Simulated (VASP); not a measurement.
# CoH (Fm-3m) in VASP: a series of runs

The runs below take CoH through single point, relaxation of cell and atoms, with LDA.

Everything below comes from runs of VASP 6.6.1. Logs are shortened: lines on timing, memory, paths and dates and some standing lists are left out, and cuts for length are marked.

## Step 1: The cell of the first run

Symmetry: Fm-3m, No. 225, cubic system. Conventional cell: a = 3.612 Å, b = 3.612 Å, c = 3.612 Å, α = 90.00°, β = 90.00°, γ = 90.00°. Within 2.4 Å of Co (site symmetry m-3m) lie 6 H at 1.81 Å. H (site symmetry m-3m) has 6 Co at 1.81 Å within 2.4 Å.

## Step 2: Single point, LDA, collinear spin, ferromagnetic start

The input, INCAR:

```
PREC     = Accurate       # precision mode
ENCUT    = 520            # plane-wave cutoff, eV
EDIFF    = 1E-6           # SCF threshold, eV
ISMEAR   = -1             # smearing method
SIGMA    = 0.1            # smearing width, eV
LREAL    = F              # projectors in reciprocal space
LASPH    = T              # aspherical terms in the spheres
NELM     = 150            # most SCF steps
ALGO     = Normal         # electronic algorithm
ISIF     = 2              # what is computed and relaxed
LWAVE    = F              # write WAVECAR
LCHARG   = F              # write CHGCAR
ISPIN    = 2              # spin polarisation
MAGMOM   = 2.5 0          # initial moments
LORBIT   = 11             # projections on sites
LMAXMIX  = 4              # l up to which the mixer works
NBANDS   = 16             # bands
```

The input, KPOINTS:

```
regular mesh
0
Gamma
  10 10 10
```

The input, POSCAR:

```
CoH
1.0
    0.0000000000      1.8061409821      1.8061409821
    1.8061409821      0.0000000000      1.8061409821
    1.8061409821      1.8061409821      0.0000000000
Co H
1 1
Direct
    0.0000000000      0.0000000000      0.0000000000
    0.5000000000      0.5000000000      0.5000000000
```

Potentials or basis: VASP PAW LDA potentials, release 64 (Co, H).

The run is started by

```
> cat potpaw_LDA.64/Co/POTCAR potpaw_LDA.64/H/POTCAR > POTCAR
> mpirun -np 1 vasp_std > vasp.out
```

OUTCAR:

```text
PREC = Accurate
   ENCUT = 520
   EDIFF = 1E-6
   ISMEAR = -1
   LREAL = F
   LASPH = T
   NELM = 150
   ISIF = 2
   ISPIN = 2
   LORBIT = 11

 ion  position               nearest neighbor table
   1  0.000  0.000  0.000-   2 1.81   2 1.81   2 1.81   2 1.81   2 1.81   2 1.81
   2  0.500  0.500  0.500-   1 1.81   1 1.81   1 1.81   1 1.81   1 1.81   1 1.81

  LATTYP: Found a face centered cubic cell.
 ALAT       =     3.6122819642

  Lattice vectors:

 A1 = (   0.0000000000,   1.8061409821,   1.8061409821)
 A2 = (   1.8061409821,   0.0000000000,   1.8061409821)
 A3 = (   1.8061409821,   1.8061409821,   0.0000000000)

Analysis of symmetry for initial positions (statically):
=====================================================================
 Subroutine PRICEL returns:
 Original cell was already a primitive cell.

 Routine SETGRP: Setting up the symmetry group for a
 face centered cubic supercell.

 Subroutine GETGRP returns: Found 48 space group operations
 (whereof 48 operations were pure point group operations)
 out of a pool of 48 trial point group operations.

The static configuration has the point symmetry O_h .

Analysis of symmetry for dynamics (positions and initial velocities):
=====================================================================
 Subroutine PRICEL returns:
 Original cell was already a primitive cell.

 Routine SETGRP: Setting up the symmetry group for a
 face centered cubic supercell.

 Subroutine GETGRP returns: Found 48 space group operations
 (whereof 48 operations were pure point group operations)
 out of a pool of 48 trial point group operations.

The dynamic configuration has the point symmetry O_h .

Analysis of structural, dynamic, and magnetic symmetry:
=====================================================================
 Subroutine PRICEL returns:
 Original cell was already a primitive cell.

 Routine SETGRP: Setting up the symmetry group for a
 face centered cubic supercell.

 Subroutine GETGRP returns: Found 48 space group operations
 (whereof 48 operations were pure point group operations)
 out of a pool of 48 trial point group operations.

The overall configuration has the point symmetry O_h .

 Subroutine INISYM returns: Found 48 space group operations
 (whereof 48 operations are pure point group operations),
 and found     1 'primitive' translations

----------------------------------------------------------------------------------------

                                     Primitive cell

  volume of cell :      11.7838

  direct lattice vectors                    reciprocal lattice vectors
     0.000000000  1.806140982  1.806140982    -0.276833318  0.276833318  0.276833318
     1.806140982  0.000000000  1.806140982     0.276833318 -0.276833318  0.276833318
     1.806140982  1.806140982  0.000000000     0.276833318  0.276833318 -0.276833318

  length of vectors
     2.554269072  2.554269072  2.554269072     0.479489371  0.479489371  0.479489371

  position of ions in fractional coordinates (direct lattice)
     0.000000000  0.000000000  0.000000000
     0.500000000  0.500000000  0.500000000

  ion indices of the primitive-cell ions
   primitive index   ion index
                 1           1
                 2           2

----------------------------------------------------------------------------------------

 KPOINTS: regular mesh

Automatic generation of k-mesh.
 Grid dimensions read from file:
 generate k-points for:   10   10   10

 Generating k-lattice:

  Cartesian coordinates                     Fractional coordinates (reciprocal lattice)
    -0.027683332  0.027683332  0.027683332     0.100000000  0.000000000  0.000000000
     0.027683332 -0.027683332  0.027683332     0.000000000  0.100000000  0.000000000
     0.027683332  0.027683332 -0.027683332     0.000000000  0.000000000  0.100000000

  Length of vectors
     0.047948937  0.047948937  0.047948937

  Shift w.r.t. Gamma in fractional coordinates (k-lattice)
     0.000000000  0.000000000  0.000000000

 Subroutine IBZKPT returns following result:
 ===========================================

 Found     47 irreducible k-points:

 Following reciprocal coordinates:
            Coordinates               Weight
  0.000000  0.000000  0.000000      1.000000
  0.100000  0.000000  0.000000      8.000000
  0.200000  0.000000  0.000000      8.000000
  0.300000  0.000000  0.000000      8.000000
  0.400000  0.000000  0.000000      8.000000
  0.500000  0.000000  0.000000      4.000000
[... 16 lines left out ...]
  0.300000  0.300000  0.000000      6.000000
  0.400000  0.300000  0.000000     24.000000
 [... further k-points ...]
   k-points           NKPTS =     47   k-points in BZ     NKDIM =     47   number of bands    NBANDS=     16
   number of dos      NEDOS =    301   number of ions     NIONS =      2
   total plane-waves  NPLWV =   8000
   dimension x,y,z NGX =    20 NGY =   20 NGZ =   20
   dimension x,y,z NGXF=    40 NGYF=   40 NGZF=   40
   ions per type =               1   1
   NGX,Y,Z   is equivalent  to a cutoff of  13.02, 13.02, 13.02 a.u.
   NGXF,Y,Z  is equivalent  to a cutoff of  26.03, 26.03, 26.03 a.u.
 SYSTEM =  unknown system
   PREC   = accura    normal or accurate (medium, high low for compatibility)
   ISTART =      0    job   : 0-new  1-cont  2-samecut
   ICHARG =      2    charge: 1-file 2-atom 10-const
   ISPIN  =      2    spin polarized calculation?
   LNONCOLLINEAR =      F non collinear calculations
   LSORBIT =      F    spin-orbit coupling
   LASPH  =      T    aspherical Exc in radial PAW
   ENCUT  =  520.0 eV  38.22 Ry    6.18 a.u.   4.75  4.75  4.75*2*pi/ulx,y,z
   NELM   =    150;   NELMIN=  2; NELMDL= -5     # of ELM steps
   EDIFF  = 0.1E-05   stopping-criterion for ELM
   LREAL  =      F    real-space projection
   EDIFFG = 0.1E-04   stopping-criterion for IOM
   NSW    =      0    number of steps for IOM
   IBRION =     -1    ionic relax: 0-MD 1-quasi-New 2-CG
   NFREE  =      0    steps in history (QN), initial steepest desc. (CG)
   ISIF   =      2    stress and relaxation
   ISYM   =      2    0-nonsym 1-usesym 2-fastsym
   POTIM  = 0.5000    time-step for ionic-motion
   TEBEG  =    0.0;   TEEND  =   0.0 temperature during run
   PSTRESS=    0.0 pullay stress
   NELECT =      10.0000    total number of electrons
   NUPDOWN=      -1.0000    fix difference up-down
   EMIN   =  10.00;   EMAX   =-10.00  energy-range for DOS
   EFERMI =   0.00;   METHOD = LEGACY
   ISMEAR =    -1;   SIGMA  =   0.10  broadening in eV -4-tet -1-fermi 0-gaus
   EFERMI_NEDOS =   21; number of points for ismear=-14 and -15
   IALGO  =     38    algorithm
   IMIX   =      4    mixing-type and parameters
     AMIX     =   0.40;   BMIX     =  1.00
     AMIX_MAG =   1.60;   BMIX_MAG =  1.00
  volume/ion in A,a.u.               =       5.89        39.76
  Fermi-wavevector in a.u.,A,eV,Ry     =   1.549934  2.928950 32.685210  2.402295
  Thomas-Fermi vector in A             =   2.654670
   LORBIT       =     11    0 simple, 1 ext, 2 COOP (PROOUT), +10 PAW based schemes
   GGA     = CA    functional components
   LHFCALC =     F    Hartree Fock is set to
   AEXX    =    0.0000 exact exchange contribution
   IVDW    =     0    specifies the selected vdW correction
   LEPSILON=     F    determine dielectric tensor
   LRPA    =     F    only Hartree local field effects (RPA)
 spin polarized calculation
  energy-cutoff  :      520.00
  volume of cell :       11.78
 maximum number of plane-waves:       332
   NGX =  9   NGY =  9   NGZ =  9

 number of electron      10.0000003 magnetization       0.9402007

 Free energy of the ion-electron system (eV)
  ---------------------------------------------------
  ext. energy  EPLUGINS =         0.00000000
  ---------------------------------------------------
  free energy    TOTEN  =       -11.85532666 eV

  energy without entropy =      -11.81017929  energy(sigma->0) =      -11.83275297

 E-fermi :  10.8647     XC(G=0): -14.0446

 val. band max:       10.8003632028   @ k =   0.5000   0.2000   0.1000
 cond. band min:      10.8733668975   @ k =   0.5000   0.4000   0.0000
 fundamental gap:      0.0730036947
 Fermi energy:        10.8647458696

 spin component 1

 k-point     1 :       0.0000    0.0000    0.0000
  band No.  band energies     occupation
      1      -2.0694      1.00000
      2       8.2885      1.00000
      3       8.2885      1.00000
      4       8.2885      1.00000
      5       9.4240      1.00000
      6       9.4240      1.00000
[... 8 lines left out ...]
     15      47.1918      0.00000
     16      47.1918      0.00000
[... 419 lines left out ...]
 k-point    24 :       0.4000    0.3000    0.0000
  band No.  band energies     occupation
      1       1.9601      1.00000
      2       6.7543      1.00000
      3       8.4636      1.00000
      4       9.5752      1.00000
      5      10.2065      0.99862
      6      10.2596      0.99765
[... 8 lines left out ...]
     15      51.5842      0.00000
     16      52.5606      0.00000

 [... further k-points ...]

 spin component 2

 k-point     1 :       0.0000    0.0000    0.0000
  band No.  band energies     occupation
      1      -2.0117      1.00000
      2       9.1924      1.00000
      3       9.1924      1.00000
      4       9.1924      1.00000
      5      10.2653      0.99751
      6      10.2653      0.99751
[... 8 lines left out ...]
     15      47.5175      0.00000
     16      47.5175      0.00000
[... 419 lines left out ...]
 k-point    24 :       0.4000    0.3000    0.0000
  band No.  band energies     occupation
      1       2.1032      1.00000
      2       7.5113      1.00000
      3       9.0395      1.00000
      4      10.4751      0.98009
      5      11.1610      0.04915
      6      11.1641      0.04772
[... 8 lines left out ...]
     15      51.8048      0.00000
     16      52.6974      0.00000

 [... further k-points ...]

------------------------ aborting loop because EDIFF is reached ----------------------------------------

  FORCE on cell =-STRESS in cart. coord.  units (eV):
  Direction    XX          YY          ZZ          XY          YZ          ZX
  --------------------------------------------------------------------------------------
  -------------------------------------------------------------------------------------
  Total       -0.0348028     -0.0348028     -0.0348028      0.0000000      0.0000000     -0.0000000
  in kB       -4.7319399     -4.7319399     -4.7319399      0.0000000      0.0000000     -0.0000000
  external PRESSURE =      -4.7319399 kB  Pullay stress =       0.0000000 kB

 VOLUME and BASIS-vectors are now :
 -----------------------------------------------------------------------------
  energy-cutoff  :      520.00
  volume of cell :       11.78
      direct lattice vectors                 reciprocal lattice vectors
     0.000000000  1.806140982  1.806140982    -0.276833318  0.276833318  0.276833318
     1.806140982  0.000000000  1.806140982     0.276833318 -0.276833318  0.276833318
     1.806140982  1.806140982  0.000000000     0.276833318  0.276833318 -0.276833318

 POSITION                                       TOTAL-FORCE (eV/Angst)
 -----------------------------------------------------------------------------------
      0.00000      0.00000      0.00000        -0.000000     -0.000000      0.000000
      1.80614      1.80614      1.80614         0.000000      0.000000     -0.000000
 -----------------------------------------------------------------------------------
    total drift:                                0.000000     -0.000000     -0.000000

  FREE ENERGIE OF THE ION-ELECTRON SYSTEM (eV)
  ---------------------------------------------------
  free  energy   TOTEN  =       -11.8553266610 eV

  energy  without entropy=      -11.8101792860  energy(sigma->0) =      -11.83275297

 total charge

# of ion       s       p       d       tot
------------------------------------------
    1        0.427   0.593   7.513   8.532
    2        0.509   0.047   0.000   0.555
--------------------------------------------------
tot          0.935   0.639   7.513   9.087

 magnetization (x)

# of ion       s       p       d       tot
------------------------------------------
    1       -0.006  -0.014   0.975   0.955
    2       -0.007  -0.002   0.000  -0.009
--------------------------------------------------
tot         -0.013  -0.017   0.975   0.946
```

It took 17 s on 1 thread of Intel Xeon Platinum 8488C (Sapphire Rapids), shared host; peak memory 0.13 GiB.

What came out:

| Property | Result |
| --- | --- |
| Free energy | -11.8553 eV |
| Pressure | -0.5 GPa |
| Net moment | 0.94 μB per cell |
| Site moments | Co +0.95; H -0.01 μB |
| Valence electrons inside the program's atomic spheres | Co 8.53; H 0.56 |

## Step 3: Relaxation of cell and atoms, LDA, collinear spin, ferromagnetic start

This run uses another cell than the first one, of 6.28 Å³/atom, 1.066 times its volume.

The input, INCAR:

```
SYSTEM = CoH
PREC = Accurate
ENCUT = 600
EDIFF = 1E-7
ISMEAR = -1
SIGMA = 0.1
LREAL = .FALSE.
LASPH = .TRUE.
NELM = 150
ALGO = Normal
ISIF = 3
LWAVE = .FALSE.
LCHARG = .FALSE.
ISPIN = 2
MAGMOM = 2.5 0
LORBIT = 11
LMAXMIX = 4
GGA = CA
IBRION = 2
NSW = 60
EDIFFG = -0.02
```

The input, KPOINTS:

```
Automatic mesh
0
G
  10 10 10
  0 0 0
```

The input, POSCAR:

```
CoH
1.0
    0.0000000000      1.8450000000      1.8450000000
    1.8450000000      0.0000000000      1.8450000000
    1.8450000000      1.8450000000      0.0000000000
Co H
1 1
Direct
    0.0000000000      0.0000000000      0.0000000000
    0.5000000000      0.5000000000      0.5000000000
```

Potentials or basis: VASP PAW LDA potentials, release 64 (Co, H).

The run is started by

```
> cat potpaw_LDA.64/Co/POTCAR potpaw_LDA.64/H/POTCAR > POTCAR
> mpirun -np 1 vasp_std > vasp.out
```

Wall time 26 s (1 thread of Intel Xeon Platinum 8488C (Sapphire Rapids), shared host); peak memory 0.15 GiB.

The run converged. Its results:

```
Free energy                                           : -11.8564 eV
Relaxed volume                                        : 5.88 Å³/atom
Relaxed cell                                          : a = 2.553 Å, b = 2.553 Å, c = 2.553 Å, α = 60.00°, β = 60.00°, γ = 60.00°
Space group after relaxing (to 0.05 Å)                : Fm-3m (No. 225)
Energy gained by relaxing                             : 19.4 meV/atom
Ionic steps                                           : 3
Pressure after relaxing                               : 0.0 GPa
Net moment                                            : 0.94 μB per cell
Site moments                                          : Co +0.95; H -0.01 μB
Valence electrons inside the program's atomic spheres : Co 8.54; H 0.56
```

The path:
```tsv
step	energy change (eV)	largest force (eV/Å)	pressure (GPa)	volume (Å³)
1	0.0000	0.0000	-14.67	12.56
2	-0.0353	0.0000	5.21	11.54
3	-0.0388	0.0000	0.01	11.76
```

Final structure:
```yaml
crystal:
  lattice:
    - [0.00000, 1.80514, 1.80514]
    - [1.80514, 0.00000, 1.80514]
    - [1.80514, 1.80514, 0.00000]
  atoms:
    - { symbol: Co, position: [0.00000, 0.00000, 0.00000] }
    - { symbol: H, position: [0.50000, 0.50000, 0.50000] }
```

Levels at points of the mesh, in eV from the Fermi level:
Spin up:
| k point | band 4 | band 5 | band 6 | band 7 | band 8 | band 9 |
| --- | --- | --- | --- | --- | --- | --- |
| (0.00, 0.00, 0.00) | -2.58 | -1.44 | -1.44 | 15.88 | 21.09 | 21.90 |
| (0.50, 0.00, 0.00) | -2.81 | -0.62 | -0.62 | 4.51 | 13.11 | 21.85 |
| (0.50, 0.50, 0.00) | -0.38 | -0.38 | 0.43 | 4.47 | 11.46 | 11.46 |
Spin down:
| k point | band 1 | band 2 | band 3 | band 4 | band 5 | band 6 | band 7 | band 8 |
| --- | --- | --- | --- | --- | --- | --- | --- | --- |
| (0.00, 0.00, 0.00) | -12.89 | -1.68 | -1.68 | -1.68 | -0.60 | -0.60 | 15.89 | 21.10 |
| (0.50, 0.00, 0.00) | -6.63 | -5.15 | -2.02 | -2.02 | 0.36 | 0.36 | 5.18 | 13.14 |
| (0.50, 0.50, 0.00) | -8.33 | -3.80 | 0.23 | 0.54 | 0.66 | 0.66 | 5.12 | 11.59 |

[end of part 1 of 3]
